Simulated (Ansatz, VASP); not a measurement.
TiSiTe3 in VASP and in Ansatz

```
Ti Si Te
1.0
     5.32177    0.00000    0.00000
     0.00000    5.32177    0.00000
     0.00000    0.00000    5.32177
Ti Si Te
1 1 3
Direct
  0.50000 0.50000 0.50000
  0.00000 0.00000 0.00000
  0.00000 0.50000 0.50000
  0.50000 0.50000 0.00000
  0.50000 0.00000 0.50000
```

Change from the starting cell: species swapped into the TmBRh3 type (Pm-3m, No. 221).

Alike in both runs: functional PBE; k mesh 4 × 4 × 4; occupations gaussian, width 0.1 eV; no spin polarisation.

Ansatz relaxed the structure, and its values are those at the end. VASP's run is a single point on that final structure, the one shown.

|  | VASP | Ansatz |
| --- | --- | --- |
| version | VASP 6.6.1 | Ansatz 0.2.0 |
| potentials or method | VASP PAW PBE potentials, release 64 (Ti_sv, Si, Te), cutoff 520 eV | scalar-relativistic, plane waves, PAW |
| valence electrons in the cell | 34 | 64 |

```tsv
	VASP	Ansatz	Ansatz less VASP
gap on the k mesh at the Fermi level (eV)	none	none	-
pressure (GPa)	-0.1	-0.1	+0.03
```

A gap of «none» marks a metal or a gap that the smearing closes. With one functional, cell and mesh, what is left measures potentials, basis and numerics. VASP's potentials hold 34 valence electrons a cell and Ansatz's 64, so a difference there can come from the potentials and not from the codes.

Spin-orbit coupling is off throughout.
